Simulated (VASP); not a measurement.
Set up this calculation in VASP 6.6.1, as the native input.

- Task: relaxation of the atoms
- Functional: PBEsol
- Potentials or basis: VASP PAW PBE potentials, release 64 (Ba_sv, Ti_sv, O)
- Cutoff: 520 eV
- k mesh: 8 × 8 × 8
- Occupations: gaussian, width 0.02 eV
- Spin: no spin polarisation
- Dipole correction: no
- Further INCAR settings: ALGO = Normal; EDIFF = 1e-06; IBRION = 2; EDIFFG = -0.008; NSW = 60

The structure of BaTiO3 lies in POSCAR:

```
BaTiO3
1.0
    3.9554885124      0.0000000000      0.0000000000
    0.0000000000      3.9554885124      0.0000000000
    0.0000000000      0.0000000000      4.1653607979
Ba Ti O
1 1 3
Direct
    0.5000000000      0.5000000000      0.5861068350
    0.0000000000      0.0000000000      0.1026767514
    0.0000000000      0.5000000000      0.0619595066
    0.5000000000      0.0000000000      0.0619595066
    0.0000000000      0.0000000000      0.5472943903
```

This cell differs from its parent crystal: strain along c alone, the other axes held: +3.0 %.

One way to write it, as run:

INCAR

```
SYSTEM = BaTiO3
  PREC = Accurate
  ENCUT = 520
  EDIFF = 1E-6
  ISMEAR = 0
  SIGMA = 0.02
  LREAL = .FALSE.
  LASPH = .TRUE.
  NELM = 60
  ALGO = Normal
  ISIF = 2
  LWAVE = .FALSE.
  LCHARG = .FALSE.
  GGA = PS
  IBRION = 2
  NSW = 60
  EDIFFG = -0.008
```

KPOINTS

```
Automatic mesh
0
G
  8 8 8
  0 0 0
```

Potentials or basis: VASP PAW PBE potentials, release 64 (Ba_sv, Ti_sv, O).

Run with:

```sh
$ cat potpaw_PBE.64/Ba_sv/POTCAR potpaw_PBE.64/Ti_sv/POTCAR potpaw_PBE.64/O/POTCAR > POTCAR
$ mpirun -np 1 vasp_std > vasp.out
```

It gave:

| Quantity | Value |
| --- | --- |
| Energy gained by relaxing | 0.9 meV/atom |
| Ionic steps | 7 |
| Pressure after relaxing | -1.2 GPa |
| Band gap on the k mesh | 1.76 eV (least direct gap 2.32 eV) |

Caveat: the cell differs from its parent crystal (strain along c alone, the other axes held: +3.0 %); the PAW data sets were made with another functional, which shifts forces and pressure a little; spin-orbit coupling is left out, which moves the levels of the heavy elements.

It took 3.4 min on 1 thread of Intel(R) Xeon(R) Platinum 8488C (Sapphire Rapids) (shared host), peak memory 0.26 GiB.
